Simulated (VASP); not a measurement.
# Ga in VASP: notebook, part 2 of 2

VASP 6.6.1. The steps go on from the part before.

## Step 3: Electric field gradients, PBE (18.91 Å³/atom)

This run uses another cell than the first one, of 18.91 Å³/atom.

INCAR reads:

```
SYSTEM = Ga
PREC     = Accurate       ! precision mode
ENCUT    = 520            ! plane-wave cutoff, eV
EDIFF    = 1E-8           ! SCF threshold, eV
ISMEAR   = -1             ! smearing method
SIGMA    = 0.03           ! smearing width, eV
LREAL    = .FALSE.        ! projectors in reciprocal space
LASPH    = .TRUE.         ! aspherical terms in the spheres
NELM     = 60             ! most SCF steps
ALGO     = Normal         ! electronic algorithm
ISIF     = 2              ! what is computed and relaxed
LWAVE    = .FALSE.        ! write WAVECAR
LCHARG   = .FALSE.        ! write CHGCAR
GGA      = PE             ! functional
LEFG     = .TRUE.       
NBANDS   = 20             ! bands
```

KPOINTS reads:

```
Automatic mesh
0
G
  14 14 11
  0 0 0
```

POSCAR reads:

```
Ga
1.0
    1.3921592073     -4.0531663400      0.0000000000
    1.3921592073      4.0531663400      0.0000000000
   -0.1182278372      0.0000000000      3.3519831592
Ga
2
Direct
    0.8690000000      0.1310000000      0.2500000000
    0.1310000000      0.8690000000      0.7500000000
```

Potentials or basis: VASP PAW PBE potentials, release 64 (Ga_d).

Run with:

```
$ cat potpaw_PBE.64/Ga_d/POTCAR > POTCAR
$ mpirun -np 1 vasp_std > vasp.out
```

OUTCAR:

```text
SYSTEM = Ga
   PREC = Accurate
   ENCUT = 520
   EDIFF = 1E-8
   ISMEAR = -1
   LREAL = .FALSE.
   LASPH = .TRUE.
   NELM = 60
   ISIF = 2
   GGA = PE

 ion  position               nearest neighbor table
   1  0.869  0.131  0.250-   2 2.71   2 2.71   2 2.88   2 2.88
   2  0.131  0.869  0.750-   1 2.71   1 2.71   1 2.88   1 2.88

  LATTYP: Found a base centered monoclinic cell.
 ALAT       =     2.7843184146
 B/A-ratio  =     2.9114244396
 C/A-ratio  =     1.2046278548
 COS(beta)  =    -0.0352490928

  Lattice vectors:

 A1 = (   1.3921592073,  -4.0531663400,   0.0000000000)
 A2 = (   1.3921592073,   4.0531663400,   0.0000000000)
 A3 = (  -0.1182278372,   0.0000000000,   3.3519831592)

Analysis of symmetry for initial positions (statically):
=====================================================================
 Subroutine PRICEL returns:
 Original cell was already a primitive cell.

 Routine SETGRP: Setting up the symmetry group for a
[... 744 lines left out ...]
      direct lattice vectors                 reciprocal lattice vectors
     1.392159207 -4.053166340  0.000000000     0.359154325 -0.123360345  0.012667736
     1.392159207  4.053166340  0.000000000     0.359154325  0.123360345  0.012667736
    -0.118227837  0.000000000  3.351983159     0.000000000  0.000000000  0.298330854

 POSITION                                       TOTAL-FORCE (eV/Angst)
 -----------------------------------------------------------------------------------
      1.36260     -2.99124      0.83800        -0.000000      0.180093     -0.000000
      1.30349      2.99124      2.51399         0.000000     -0.180093      0.000000
 -----------------------------------------------------------------------------------
    total drift:                                0.000000      0.000000     -0.000000

  FREE ENERGIE OF THE ION-ELECTRON SYSTEM (eV)
  ---------------------------------------------------
  free  energy   TOTEN  =        -5.7777484716 eV

  energy  without entropy=       -5.7759224233  energy(sigma->0) =       -5.77683545

 Electric field gradients (V/A^2)
---------------------------------------------------------------------
 ion       V_xx      V_yy      V_zz      V_xy      V_xz      V_yz
---------------------------------------------------------------------
   1      -6.129   -17.779    23.909     0.000    -2.429    -0.000
   2      -6.129   -17.779    23.909     0.000    -2.429    -0.000
---------------------------------------------------------------------

 Electric field gradients after diagonalization (V/A^2)
 (convention: |V_zz| > |V_xx| > |V_yy|)
----------------------------------------------------------------------
 ion       V_xx      V_yy      V_zz     asymmetry (V_yy - V_xx)/ V_zz
----------------------------------------------------------------------
   1     -17.779    -6.324    24.104       0.475
   2     -17.779    -6.324    24.104       0.475
----------------------------------------------------------------------

           NMR quadrupolar parameters

 Cq : quadrupolar parameter    Cq=e*Q*V_zz/h
 eta: asymmetry parameters     (V_yy - V_xx)/ V_zz
 Q  : nuclear electric quadrupole moment in mb (millibarn)
----------------------------------------------------------------------
 ion       Cq(MHz)       eta       Q (mb)
----------------------------------------------------------------------
   1       0.058       0.475       1.000
   2       0.058       0.475       1.000
----------------------------------------------------------------------
```

stdout:

```text
POSCAR found type information on POSCAR Ga
 POSCAR found :  1 types and       2 ions
 scaLAPACK will be used
 LDA part: xc-table for (Slater+PW92), standard interpolation
 POSCAR, INCAR and KPOINTS ok, starting setup
 FFT: planning ... GRIDC
 FFT: planning ... GRID_SOFT
 FFT: planning ... GRID
 WAVECAR not read
 entering main loop
ion   1

ion   2
```

Wall time 10 min (1 thread of Intel Xeon 8259CL, shared host); peak memory 0.45 GiB.

Results:

```
Free energy                             : -5.7777 eV
Pressure                                : 0.8 GPa
Largest force                           : 0.180 eV/Å
Band gap on the k mesh                  : zero (bands 13 and 14 overlap by 7.86 eV)
Largest electric field gradient by atom : Ga +24.1 V/Å²
```

Forces in eV/Å, atoms in the order of the input:
```
Ga   0.000  0.180  0.000
Ga   0.000 -0.180  0.000
```

Electric field gradients, principal values (V/Å²):
```
atom   least   middle  greatest (by size)
1 Ga  -6.324  -17.779              24.104
2 Ga  -6.324  -17.779              24.104
```

Caveat: without QUAD_EFG the Cq values of the log hold for a quadrupole moment of 1 mb, not for the nuclei.

## Step 4: Electric field gradients, PBE (equal xy, yz and zx shear strains of +2 %)

INCAR reads:

```
SYSTEM = Ga
PREC     = Accurate       ! precision mode
ENCUT    = 520            ! plane-wave cutoff, eV
EDIFF    = 1E-8           ! SCF threshold, eV
ISMEAR   = -1             ! smearing method
SIGMA    = 0.03           ! smearing width, eV
LREAL    = .False.        ! projectors in reciprocal space
LASPH    = .True.         ! aspherical terms in the spheres
NELM     = 60             ! most SCF steps
ALGO     = Normal         ! electronic algorithm
ISIF     = 2              ! what is computed and relaxed
LWAVE    = .False.        ! write WAVECAR
LCHARG   = .False.        ! write CHGCAR
GGA      = PE             ! functional
LEFG     = .True.       
NBANDS   = 20             ! bands
```

KPOINTS reads:

```
regular mesh
0
Gamma
  14 14 11
  0 0 0
```

POSCAR reads:

```
Ga
1.0
    1.3427350000     -4.0126700000     -0.0264350000
    1.4232650000      4.0403300000      0.0540950000
   -0.0841507000      0.0321248000      3.3287555000
Ga
2
Direct
    0.8690000000      0.1310000000      0.2500000000
    0.1310000000      0.8690000000      0.7500000000
```

Potentials or basis: VASP PAW PBE potentials, release 64 (Ga_d).

Run with:

```
$ cat potpaw_PBE.64/Ga_d/POTCAR > POTCAR
$ mpirun -np 1 vasp_std > vasp.out
```

OUTCAR:

```text
SYSTEM = Ga
   PREC = Accurate
   ENCUT = 520
   EDIFF = 1E-8
   ISMEAR = -1
   LREAL = .False.
   LASPH = .True.
   NELM = 60
   ISIF = 2
   GGA = PE

 ion  position               nearest neighbor table
   1  0.869  0.131  0.250-   2 2.66   2 2.71   2 2.84   2 2.90   2 2.91   2 2.92
   2  0.131  0.869  0.750-   1 2.66   1 2.71   1 2.84   1 2.90   1 2.91   1 2.92

  LATTYP: Found a triclinic cell.
 ALAT       =     4.2966748654
 B/A-ratio  =     0.7750118537
 C/A-ratio  =     1.3591819665
 COS(alpha) =     0.0025863312
 COS(beta)  =     0.4683718865
[... 770 lines left out ...]
  free  energy   TOTEN  =        -5.7673792088 eV

  energy  without entropy=       -5.7649249667  energy(sigma->0) =       -5.76615209

 Electric field gradients (V/A^2)
---------------------------------------------------------------------
 ion       V_xx      V_yy      V_zz      V_xy      V_xz      V_yz
---------------------------------------------------------------------
   1      -6.881   -18.230    25.111     2.276    -1.803     5.058
   2      -6.881   -18.230    25.111     2.276    -1.803     5.058
---------------------------------------------------------------------

 Electric field gradients after diagonalization (V/A^2)
 (convention: |V_zz| > |V_xx| > |V_yy|)
----------------------------------------------------------------------
 ion       V_xx      V_yy      V_zz     asymmetry (V_yy - V_xx)/ V_zz
----------------------------------------------------------------------
   1     -19.305    -6.461    25.765       0.498
   2     -19.305    -6.461    25.765       0.498
----------------------------------------------------------------------

           NMR quadrupolar parameters

 Cq : quadrupolar parameter    Cq=e*Q*V_zz/h
 eta: asymmetry parameters     (V_yy - V_xx)/ V_zz
 Q  : nuclear electric quadrupole moment in mb (millibarn)
----------------------------------------------------------------------
 ion       Cq(MHz)       eta       Q (mb)
----------------------------------------------------------------------
   1       0.062       0.498       1.000
   2       0.062       0.498       1.000
----------------------------------------------------------------------
```

It took 12 min on 1 thread of AMD EPYC 9755, shared host; peak memory 0.65 GiB.

Results:

```yaml
Free_energy: -5.7674 eV
Pressure: 2.0 GPa
Largest_force: 0.189 eV/Å
Band_gap_on_the_k_mesh: zero (bands 13 and 14 overlap by 7.96 eV)
Largest_electric_field_gradient_by_atom: Ga +25.8 V/Å²
```

Forces in eV/Å, atoms in the order of the input:
```
Ga   0.011  0.188 -0.018
Ga  -0.011 -0.188  0.018
```

Stress tensor (GPa, compression positive):
```
 2.00 -0.64 -0.06
-0.64  2.32 -0.80
-0.06 -0.80  1.57
```

Electric field gradients, principal values (V/Å²):
```csv
atom,least,middle,greatest (by size)
1 Ga,-6.461,-19.305,25.765
2 Ga,-6.461,-19.305,25.765
```

Caveat: the cell differs from its parent crystal (equal xy, yz and zx shear strains of +2 %); without QUAD_EFG the Cq values of the log hold for a quadrupole moment of 1 mb, not for the nuclei.

## Step 5: The runs side by side

```tsv
cell	gap on the mesh (eV)	pressure (GPa)	largest force (eV/Å)
a = 4.385, b = 4.385, c = 3.332 Å, angles 90.7, 90.7, 142.1°, 2 atoms	none	-1.0	0.17
a = 4.286, b = 4.286, c = 3.354 Å, angles 90.7, 90.7, 142.1°, 2 atoms	none	0.8	0.18
a = 4.231, b = 4.284, c = 3.330 Å, angles 89.2, 91.3, 142.1°, 2 atoms	none	2.0	0.19
```

Alike in all rows: task electric field gradients; level PBE; potentials or basis VASP PAW PBE potentials, release 64 (Ga_d); no spin polarisation; k mesh 14 × 14 × 11; cutoff (eV) 520; smearing fermi-dirac 0.03 eV.

Absolute energies hang on the potentials; compare differences alone.
